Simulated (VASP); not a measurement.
# TaPb (Fm-3m) in VASP: a series of runs, part 2 of 2

VASP 6.6.1. The steps go on from the part before.

## 3. Single point, PBE

This run uses another cell than the first one, of 23.91 Å³/atom.

Contents of INCAR:

```
SYSTEM = TaPb
PREC = Accurate
ENCUT = 520
EDIFF = 1E-7
ISMEAR = 0
SIGMA = 0.1
LREAL = .False.
LASPH = .True.
NELM = 100
ALGO = Fast
ISIF = 2
LWAVE = .False.
LCHARG = .False.
GGA = PE
NBANDS = 20
```

Contents of KPOINTS:

```
regular mesh
0
Gamma
  6 6 6
  0 0 0
```

Contents of POSCAR:

```
TaPb
1.0
    0.0000000000      2.8809006056      2.8809006056
    2.8809006056      0.0000000000      2.8809006056
    2.8809006056      2.8809006056      0.0000000000
Ta Pb
1 1
Direct
    0.0000000000      0.0000000000      0.0000000000
    0.5000000000      0.5000000000      0.5000000000
```

Potentials or basis: VASP PAW PBE potentials, release 64 (Ta_pv, Pb_d).

Launch:

```console
$ cat potpaw_PBE.64/Ta_pv/POTCAR potpaw_PBE.64/Pb_d/POTCAR > POTCAR
$ mpirun -np 1 vasp_std > vasp.out
```

OUTCAR:

```text
SYSTEM = TaPb
   PREC = Accurate
   ENCUT = 520
   EDIFF = 1E-7
   ISMEAR = 0
   LREAL = .False.
   LASPH = .True.
   NELM = 100
   ISIF = 2
   GGA = PE

 ion  position               nearest neighbor table
   1  0.000  0.000  0.000-   2 2.88   2 2.88   2 2.88   2 2.88   2 2.88   2 2.88
   2  0.500  0.500  0.500-   1 2.88   1 2.88   1 2.88   1 2.88   1 2.88   1 2.88

  LATTYP: Found a face centered cubic cell.
 ALAT       =     5.7618012112

  Lattice vectors:

 A1 = (   0.0000000000,   2.8809006056,   2.8809006056)
 A2 = (   2.8809006056,   0.0000000000,   2.8809006056)
 A3 = (   2.8809006056,   2.8809006056,   0.0000000000)

Analysis of symmetry for initial positions (statically):
=====================================================================
 Subroutine PRICEL returns:
 Original cell was already a primitive cell.

 Routine SETGRP: Setting up the symmetry group for a
 face centered cubic supercell.

 Subroutine GETGRP returns: Found 48 space group operations
 (whereof 48 operations were pure point group operations)
 out of a pool of 48 trial point group operations.

The static configuration has the point symmetry O_h .

Analysis of symmetry for dynamics (positions and initial velocities):
=====================================================================
 Subroutine PRICEL returns:
 Original cell was already a primitive cell.

 Routine SETGRP: Setting up the symmetry group for a
 face centered cubic supercell.

 Subroutine GETGRP returns: Found 48 space group operations
 (whereof 48 operations were pure point group operations)
 out of a pool of 48 trial point group operations.

The dynamic configuration has the point symmetry O_h .

 Subroutine INISYM returns: Found 48 space group operations
 (whereof 48 operations are pure point group operations),
 and found     1 'primitive' translations

----------------------------------------------------------------------------------------

                                     Primitive cell

  volume of cell :      47.8206

  direct lattice vectors                    reciprocal lattice vectors
     0.000000000  2.880900606  2.880900606    -0.173556838  0.173556838  0.173556838
     2.880900606  0.000000000  2.880900606     0.173556838 -0.173556838  0.173556838
     2.880900606  2.880900606  0.000000000     0.173556838  0.173556838 -0.173556838

  length of vectors
     4.074208708  4.074208708  4.074208708     0.300609262  0.300609262  0.300609262

  position of ions in fractional coordinates (direct lattice)
     0.000000000  0.000000000  0.000000000
     0.500000000  0.500000000  0.500000000

  ion indices of the primitive-cell ions
   primitive index   ion index
                 1           1
                 2           2

----------------------------------------------------------------------------------------

 KPOINTS: regular mesh

Automatic generation of k-mesh.
 Grid dimensions read from file:
 generate k-points for:    6    6    6

 Generating k-lattice:

  Cartesian coordinates                     Fractional coordinates (reciprocal lattice)
    -0.028926140  0.028926140  0.028926140     0.166666667  0.000000000  0.000000000
     0.028926140 -0.028926140  0.028926140     0.000000000  0.166666667  0.000000000
     0.028926140  0.028926140 -0.028926140     0.000000000  0.000000000  0.166666667

  Length of vectors
     0.050101544  0.050101544  0.050101544

  Shift w.r.t. Gamma in fractional coordinates (k-lattice)
     0.000000000  0.000000000  0.000000000

 Subroutine IBZKPT returns following result:
 ===========================================

 Found     16 irreducible k-points:

 Following reciprocal coordinates:
            Coordinates               Weight
  0.000000  0.000000  0.000000      1.000000
  0.166667  0.000000  0.000000      8.000000
  0.333333  0.000000  0.000000      8.000000
  0.500000  0.000000  0.000000      4.000000
  0.166667  0.166667  0.000000      6.000000
  0.333333  0.166667  0.000000     24.000000
[... 8 lines left out ...]
 -0.333333  0.333333  0.166667     24.000000
 -0.333333  0.500000  0.166667     12.000000
   k-points           NKPTS =     16   k-points in BZ     NKDIM =     16   number of bands    NBANDS=     20
   number of dos      NEDOS =    301   number of ions     NIONS =      2
   total plane-waves  NPLWV =  27000
   dimension x,y,z NGX =    30 NGY =   30 NGZ =   30
   dimension x,y,z NGXF=    60 NGYF=   60 NGZF=   60
   ions per type =               1   1
   NGX,Y,Z   is equivalent  to a cutoff of  12.24, 12.24, 12.24 a.u.
   NGXF,Y,Z  is equivalent  to a cutoff of  24.48, 24.48, 24.48 a.u.
 SYSTEM =  TaPb
   PREC   = accura    normal or accurate (medium, high low for compatibility)
   ISTART =      0    job   : 0-new  1-cont  2-samecut
   ICHARG =      2    charge: 1-file 2-atom 10-const
   ISPIN  =      1    spin polarized calculation?
   LNONCOLLINEAR =      F non collinear calculations
   LSORBIT =      F    spin-orbit coupling
   LASPH  =      T    aspherical Exc in radial PAW
   ENCUT  =  520.0 eV  38.22 Ry    6.18 a.u.   7.58  7.58  7.58*2*pi/ulx,y,z
   NELM   =    100;   NELMIN=  2; NELMDL= -5     # of ELM steps
   EDIFF  = 0.1E-06   stopping-criterion for ELM
   LREAL  =      F    real-space projection
   EDIFFG = 0.1E-05   stopping-criterion for IOM
   NSW    =      0    number of steps for IOM
   IBRION =     -1    ionic relax: 0-MD 1-quasi-New 2-CG
   NFREE  =      0    steps in history (QN), initial steepest desc. (CG)
   ISIF   =      2    stress and relaxation
   ISYM   =      2    0-nonsym 1-usesym 2-fastsym
   POTIM  = 0.5000    time-step for ionic-motion
   TEBEG  =    0.0;   TEEND  =   0.0 temperature during run
   PSTRESS=    0.0 pullay stress
   NELECT =      25.0000    total number of electrons
   NUPDOWN=      -1.0000    fix difference up-down
   EMIN   =  10.00;   EMAX   =-10.00  energy-range for DOS
   EFERMI =   0.00;   METHOD = LEGACY
   ISMEAR =     0;   SIGMA  =   0.10  broadening in eV -4-tet -1-fermi 0-gaus
   EFERMI_NEDOS =   21; number of points for ismear=-14 and -15
   IALGO  =     68    algorithm
   IMIX   =      4    mixing-type and parameters
     AMIX     =   0.40;   BMIX     =  1.00
     AMIX_MAG =   1.60;   BMIX_MAG =  1.00
  volume/ion in A,a.u.               =      23.91       161.35
  Fermi-wavevector in a.u.,A,eV,Ry     =   1.318813  2.492195 23.664175  1.739268
  Thomas-Fermi vector in A             =   2.448756
   LORBIT       =      0    0 simple, 1 ext, 2 COOP (PROOUT), +10 PAW based schemes
   GGA     = PE    functional components
   LHFCALC =     F    Hartree Fock is set to
   AEXX    =    0.0000 exact exchange contribution
   IVDW    =     0    specifies the selected vdW correction
   LEPSILON=     F    determine dielectric tensor
   LRPA    =     F    only Hartree local field effects (RPA)
 non-spin polarized calculation
 RMM-DIIS sequential band-by-band and
 Gauss-broadening in eV      SIGMA  =   0.10
  energy-cutoff  :      520.00
  volume of cell :       47.82
 maximum number of plane-waves:      1308
   NGX = 15   NGY = 15   NGZ = 15

 number of electron      24.9999998 magnetization

 Free energy of the ion-electron system (eV)
  ---------------------------------------------------
  ext. energy  EPLUGINS =         0.00000000
  ---------------------------------------------------
  free energy    TOTEN  =       -13.08546481 eV

  energy without entropy =      -13.07809223  energy(sigma->0) =      -13.08177852

 E-fermi :   7.1561     XC(G=0): -11.2156

 val. band max:        7.0781052797   @ k =  -0.3333   0.3333   0.0000
 cond. band min:       7.1983373700   @ k =   0.5000   0.3333   0.1667
 fundamental gap:      0.1202320903
 Fermi energy:         7.1560974640

 k-point     1 :       0.0000    0.0000    0.0000
  band No.  band energies     occupation
      1     -28.3754      2.00000
      2     -28.3754      2.00000
      3     -28.3754      2.00000
      4      -9.8513      2.00000
      5      -9.8513      2.00000
      6      -9.6939      2.00000
[... 12 lines left out ...]
     19      13.6325      0.00000
     20      17.9679      0.00000
[... 323 lines left out ...]
 k-point    16 :      -0.3333    0.5000    0.1667
  band No.  band energies     occupation
      1     -28.4041      2.00000
      2     -28.3944      2.00000
      3     -28.3932      2.00000
      4      -9.8510      2.00000
      5      -9.7678      2.00000
      6      -9.6996      2.00000
[... 12 lines left out ...]
     19      16.8365      0.00000
     20      18.0783      0.00000

------------------------ aborting loop because EDIFF is reached ----------------------------------------

  FORCE on cell =-STRESS in cart. coord.  units (eV):
  Direction    XX          YY          ZZ          XY          YZ          ZX
  --------------------------------------------------------------------------------------
  -------------------------------------------------------------------------------------
  Total        0.0847702      0.0847702      0.0847702     -0.0000000     -0.0000000      0.0000000
  in kB        2.8401359      2.8401359      2.8401359     -0.0000000     -0.0000000      0.0000000
  external PRESSURE =       2.8401359 kB  Pullay stress =       0.0000000 kB

 VOLUME and BASIS-vectors are now :
 -----------------------------------------------------------------------------
  energy-cutoff  :      520.00
  volume of cell :       47.82
      direct lattice vectors                 reciprocal lattice vectors
     0.000000000  2.880900606  2.880900606    -0.173556838  0.173556838  0.173556838
     2.880900606  0.000000000  2.880900606     0.173556838 -0.173556838  0.173556838
     2.880900606  2.880900606  0.000000000     0.173556838  0.173556838 -0.173556838

 POSITION                                       TOTAL-FORCE (eV/Angst)
 -----------------------------------------------------------------------------------
      0.00000      0.00000      0.00000         0.000000      0.000000      0.000000
      2.88090      2.88090      2.88090        -0.000000     -0.000000      0.000000
 -----------------------------------------------------------------------------------
    total drift:                                0.000000      0.000000      0.000000

  FREE ENERGIE OF THE ION-ELECTRON SYSTEM (eV)
  ---------------------------------------------------
  free  energy   TOTEN  =       -13.0854648073 eV

  energy  without entropy=      -13.0780922323  energy(sigma->0) =      -13.08177852
```

OSZICAR:

```text
N       E                     dE             d eps       ncg     rms          rms(c)
DAV:   1     0.230315457342E+03    0.23032E+03   -0.13082E+04   640   0.140E+03
DAV:   2    -0.182295244599E+01   -0.23214E+03   -0.22656E+03   656   0.389E+02
DAV:   3    -0.137014201348E+02   -0.11878E+02   -0.11628E+02   836   0.949E+01
DAV:   4    -0.140093633473E+02   -0.30794E+00   -0.30577E+00   764   0.152E+01
DAV:   5    -0.140193107866E+02   -0.99474E-02   -0.99471E-02   828   0.296E+00    0.920E+00
RMM:   6    -0.131238143343E+02    0.89550E+00   -0.12100E+00   737   0.600E+00    0.336E+00
RMM:   7    -0.130913035833E+02    0.32511E-01   -0.36320E-01   872   0.484E+00    0.899E-01
RMM:   8    -0.130861030986E+02    0.52005E-02   -0.42841E-02   768   0.188E+00    0.492E-01
RMM:   9    -0.130860309938E+02    0.72105E-04   -0.13971E-02   895   0.109E+00    0.182E-01
RMM:  10    -0.130854133588E+02    0.61763E-03   -0.34606E-03   863   0.482E-01    0.720E-02
RMM:  11    -0.130854566763E+02   -0.43318E-04   -0.76574E-04   940   0.270E-01    0.446E-02
RMM:  12    -0.130854662585E+02   -0.95821E-05   -0.18049E-04   900   0.139E-01    0.262E-02
RMM:  13    -0.130854609936E+02    0.52649E-05   -0.75100E-05   943   0.107E-01    0.452E-03
RMM:  14    -0.130854641530E+02   -0.31594E-05   -0.33379E-05   967   0.429E-02    0.514E-03
RMM:  15    -0.130854642320E+02   -0.78932E-07   -0.26838E-06   916   0.169E-02    0.251E-03
RMM:  16    -0.130854647477E+02   -0.51580E-06   -0.16876E-06   795   0.991E-03    0.137E-03
RMM:  17    -0.130854648073E+02   -0.59515E-07   -0.28982E-07   683   0.617E-03
   1 F= -.13085465E+02 E0= -.13081779E+02  d E =-.737257E-02
```

Wall time 45 s (1 thread of Intel Xeon 8259CL, shared host); peak memory 0.17 GiB.

What came out:

```yaml
Free_energy: -13.0855 eV
Pressure: 0.3 GPa
Band_gap_on_the_k_mesh: zero (an odd number of electrons rules out a gap without spin polarisation)
```

Caveat: spin-orbit coupling is left out, which moves the levels of the heavy elements.

## 4. Relaxation of cell and atoms, PBE

Contents of INCAR:

```
PREC = Accurate
ENCUT = 600
EDIFF = 1E-6
ISMEAR = 0
SIGMA = 0.1
LREAL = False
LASPH = True
NELM = 80
ALGO = Normal
ISIF = 3
LWAVE = False
LCHARG = False
GGA = PE
IBRION = 2
NSW = 90
EDIFFG = -0.04
```

Contents of KPOINTS:

```
regular mesh
0
Gamma
  6 6 6
```

Contents of POSCAR:

```
TaPb
1.0
    0.0000000000      2.6836385200      2.6836385200
    2.6836385200      0.0000000000      2.6836385200
    2.6836385200      2.6836385200      0.0000000000
Ta Pb
1 1
Direct
    0.0000000000      0.0000000000      0.0000000000
    0.5000000000      0.5000000000      0.5000000000
```

Launch:

```console
$ cat potpaw_PBE.64/Ta_pv/POTCAR potpaw_PBE.64/Pb_d/POTCAR > POTCAR
$ mpirun -np 1 vasp_std > vasp.out
```

Run time: 2.1 min. Hardware: 1 thread of Intel Xeon 8259CL, shared host; peak memory 0.18 GiB.

Results (log left out):

| Property | Result |
| --- | --- |
| Free energy | -13.0826 eV |
| Relaxed volume | 23.97 Å³/atom |
| Relaxed cell | a = 4.078 Å, b = 4.078 Å, c = 4.078 Å, α = 60.00°, β = 60.00°, γ = 60.00° |
| Space group after relaxing (to 0.1 Å) | Fm-3m (No. 225) |
| Energy gained by relaxing | 442.8 meV/atom |
| Ionic steps | 5 |
| Pressure after relaxing | 0.0 GPa |
| Band gap on the k mesh | zero (an odd number of electrons rules out a gap without spin polarisation) |

The path:
| step | energy change (eV) | largest force (eV/Å) | pressure (GPa) | volume (Å³) |
| --- | --- | --- | --- | --- |
| 1 | 0.0000 | 0.0000 | 37.41 | 38.65 |
| 2 | 0.6344 | 0.0000 | -15.19 | 69.79 |
| 3 | -0.8775 | 0.0000 | -2.29 | 49.07 |
| 4 | -0.8850 | 0.0000 | -0.67 | 48.27 |
| 5 | -0.8857 | 0.0000 | 0.02 | 47.95 |

Final structure:
```xyz
2
Lattice="0.0000 2.8834 2.8834 2.8834 0.0000 2.8834 2.8834 2.8834 0.0000" Properties=species:S:1:pos:R:3 pbc="T T T"
Ta    0.0000    0.0000    0.0000
Pb    2.8834    2.8834    2.8834
```

Levels at points of the mesh, in eV from the Fermi level:
```
           k point  band 8  band 9  band 10  band 11  band 12  band 13  band 14  band 15  band 16
(0.00, 0.00, 0.00)  -16.85  -11.42    -0.58    -0.58    -0.58     0.24     0.24     2.73     2.73
(0.50, 0.00, 0.00)  -16.77   -8.83    -5.81    -2.60    -2.60     0.54     0.54     0.75     4.19
(0.50, 0.50, 0.00)  -16.73   -9.25    -3.62    -1.81    -0.25    -0.25     0.84     1.11     1.13
```

Caveat: the volume moved by over 15 % at a fixed basis, so the end points are rough; spin-orbit coupling is left out, which moves the levels of the heavy elements.

## 5. Single point, PBE

This run uses another cell than the first one, of 23.97 Å³/atom.

Contents of INCAR:

```
  ALGO = Fast
  EDIFF = 1E-7
  ENCUT = 520
  GGA = PE
  ISIF = 2
  ISMEAR = 0
  LASPH = T
  LCHARG = F
  LREAL = F
  LWAVE = F
  NBANDS = 20
  NELM = 100
  PREC = Accurate
  SIGMA = 0.1
```

Contents of KPOINTS:

```
k-points
0
Gamma
  16 16 16
```

Contents of POSCAR:

```
TaPb
1.0
    0.0000000000      2.8834893220      2.8834893220
    2.8834893220      0.0000000000      2.8834893220
    2.8834893220      2.8834893220      0.0000000000
Ta Pb
1 1
Direct
    0.0000000000      0.0000000000      0.0000000000
    0.5000000000      0.5000000000      0.5000000000
```

Launch:

```console
$ cat potpaw_PBE.64/Ta_pv/POTCAR potpaw_PBE.64/Pb_d/POTCAR > POTCAR
$ mpirun -np 1 vasp_std > vasp.out
```

It took 6.9 min on 1 thread of Intel Xeon 8259CL, shared host; peak memory 0.28 GiB.

Results (log left out):

```yaml
Free_energy: -13.0702 eV
Pressure: 0.0 GPa
Band_gap_on_the_k_mesh: zero (an odd number of electrons rules out a gap without spin polarisation)
```

Levels at points of the mesh, in eV from the Fermi level:
```csv
k point,band 9,band 10,band 11,band 12,band 13,band 14,band 15,band 16,band 17,band 18
"(0.00, 0.00, 0.00)",-11.41,-0.57,-0.57,-0.57,0.25,0.25,2.74,2.74,2.74,4.99
"(0.50, 0.00, 0.00)",-8.82,-5.79,-2.58,-2.58,0.56,0.56,0.76,4.21,6.80,6.80
"(0.50, 0.50, 0.00)",-9.24,-3.61,-1.80,-0.24,-0.24,0.85,1.12,1.14,1.14,3.92
```

Caveat: spin-orbit coupling is left out, which moves the levels of the heavy elements.

## 6. Relaxation of cell and atoms, PBE

This run uses another cell than the first one, of 23.91 Å³/atom.

Contents of INCAR:

```
PREC     = Accurate       # precision mode
ENCUT    = 600            # plane-wave cutoff, eV
EDIFF    = 1E-6           # SCF threshold, eV
ISMEAR   = 0              # smearing method
SIGMA    = 0.1            # smearing width, eV
LREAL    = False          # projectors in reciprocal space
LASPH    = True           # aspherical terms in the spheres
NELM     = 60             # most SCF steps
ALGO     = Fast           # electronic algorithm
ISIF     = 3              # what is computed and relaxed
LWAVE    = False          # write WAVECAR
LCHARG   = False          # write CHGCAR
GGA      = PE             # functional
IBRION   = 2              # ionic algorithm
NSW      = 100            # ionic steps
EDIFFG   = -0.01          # ionic threshold
```

Contents of KPOINTS:

```
regular mesh
0
Gamma
  16 16 16
```

Contents of POSCAR:

```
TaPb
1.0
    0.0000000000      2.8809006056      2.8809006056
    2.8809006056      0.0000000000      2.8809006056
    2.8809006056      2.8809006056      0.0000000000
Ta Pb
1 1
Direct
    0.0000000000      0.0000000000      0.0000000000
    0.5000000000      0.5000000000      0.5000000000
```

Potentials or basis: VASP PAW PBE potentials, release 64 (Ta_pv, Pb_d).

Launch:

```console
$ cat potpaw_PBE.64/Ta_pv/POTCAR potpaw_PBE.64/Pb_d/POTCAR > POTCAR
$ mpirun -np 1 vasp_std > vasp.out
```

Run time: 13 min. Hardware: 1 thread of Intel Xeon 8259CL, shared host; peak memory 0.33 GiB.

Results (log left out):

* Free energy: -13.0704 eV
* Relaxed volume: 23.95 Å³/atom
* Relaxed cell: a = 4.077 Å, b = 4.077 Å, c = 4.077 Å, α = 60.00°, β = 60.00°, γ = 60.00°
* Space group after relaxing (to 0.1 Å): Fm-3m (No. 225)
* Energy gained by relaxing: 0.1 meV/atom
* Ionic steps: 3
* Pressure after relaxing: 0.0 GPa
* Band gap on the k mesh: zero (an odd number of electrons rules out a gap without spin polarisation)

Step by step:
| step | energy change (eV) | largest force (eV/Å) | pressure (GPa) | volume (Å³) |
| --- | --- | --- | --- | --- |
| 1 | 0.0000 | 0.0000 | 0.29 | 47.82 |
| 2 | 0.0000 | 0.0000 | -0.77 | 48.12 |
| 3 | -0.0001 | 0.0000 | 0.04 | 47.90 |

Final structure:
```
CELL_PARAMETERS angstrom
0.00000 2.88256 2.88256
2.88256 0.00000 2.88256
2.88256 2.88256 0.00000
ATOMIC_POSITIONS crystal
Ta 0.00000 0.00000 0.00000
Pb 0.50000 0.50000 0.50000
```

Levels at points of the mesh, in eV from the Fermi level:
| k point | band 9 | band 10 | band 11 | band 12 | band 13 | band 14 | band 15 | band 16 |
| --- | --- | --- | --- | --- | --- | --- | --- | --- |
| (0.00, 0.00, 0.00) | -11.42 | -0.57 | -0.57 | -0.57 | 0.25 | 0.25 | 2.75 | 2.75 |
| (0.50, 0.00, 0.00) | -8.82 | -5.80 | -2.59 | -2.59 | 0.56 | 0.56 | 0.77 | 4.21 |
| (0.50, 0.50, 0.00) | -9.24 | -3.61 | -1.80 | -0.24 | -0.24 | 0.86 | 1.12 | 1.14 |

Caveat: spin-orbit coupling is left out, which moves the levels of the heavy elements.

## 7. Overview

```csv
task,cell,k mesh,cutoff (eV),gap on the mesh (eV),pressure (GPa),relaxed volume (Å³/atom)
single point,"a = 3.795 Å, angles 60.0°, 2 atoms",6 × 6 × 6,520,none,37.4,-
single point,"a = 4.074 Å, angles 60.0°, 2 atoms",6 × 6 × 6,520,none,0.3,-
relaxation of cell and atoms,"relaxed from a = 3.795 Å, angles 60.0°, 2 atoms",6 × 6 × 6,600,none,0.0,23.97
single point,"a = 4.078 Å, angles 60.0°, 2 atoms",16 × 16 × 16,520,none,0.0,-
relaxation of cell and atoms,"relaxed from a = 4.074 Å, angles 60.0°, 2 atoms",16 × 16 × 16,600,none,0.0,23.95
```

Alike in all rows: level PBE; potentials or basis VASP PAW PBE potentials, release 64 (Ta_pv, Pb_d); no spin polarisation; smearing gaussian 0.1 eV.

Caveats: spin-orbit coupling is left out, which moves the levels of the heavy elements; the cell stands under pressure (at least some runs); the volume moved by over 15 % at a fixed basis, so the end points are rough (at least some runs).

Absolute energies hang on the potentials; compare differences alone.

The gap in the log of VASP goes by the Fermi energy; the results here count the filled bands.